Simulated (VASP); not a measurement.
Here is a VASP 6.6.1 calculation.

INCAR

```
ALGO     = Normal         # electronic algorithm
EDIFF    = 1E-6           # SCF threshold, eV
ENCUT    = 520            # plane-wave cutoff, eV
GGA      = PE             # functional
ISIF     = 2              # what is computed and relaxed
ISMEAR   = 0              # smearing method
LASPH    = True           # aspherical terms in the spheres
LCHARG   = False          # write CHGCAR
LREAL    = False          # projectors in reciprocal space
LWAVE    = False          # write WAVECAR
NBANDS   = 24             # bands
NELM     = 80             # most SCF steps
PREC     = Accurate       # precision mode
SIGMA    = 0.1            # smearing width, eV
```

The input KPOINTS:

```
k-points
0
Gamma
  12 12 12
```

File POSCAR:

```
Au
1.0
    0.0000000000      3.1822325239      3.1822325239
    3.1822325239      0.0000000000      3.1822325239
    3.1822325239      3.1822325239      0.0000000000
Au
3
Direct
    0.0000000000      0.0000000000      0.0000000000
    0.7500000000      0.7500000000      0.7500000000
    0.2500000000      0.2500000000      0.2500000000
```

Potentials or basis: VASP PAW PBE potentials, release 64 (Au).

Run with:

```bash
$ cat potpaw_PBE.64/Au/POTCAR > POTCAR
$ mpirun -np 1 vasp_std > vasp.out
```

Q: Estimate the pressure.

A: -0.2 GPa.
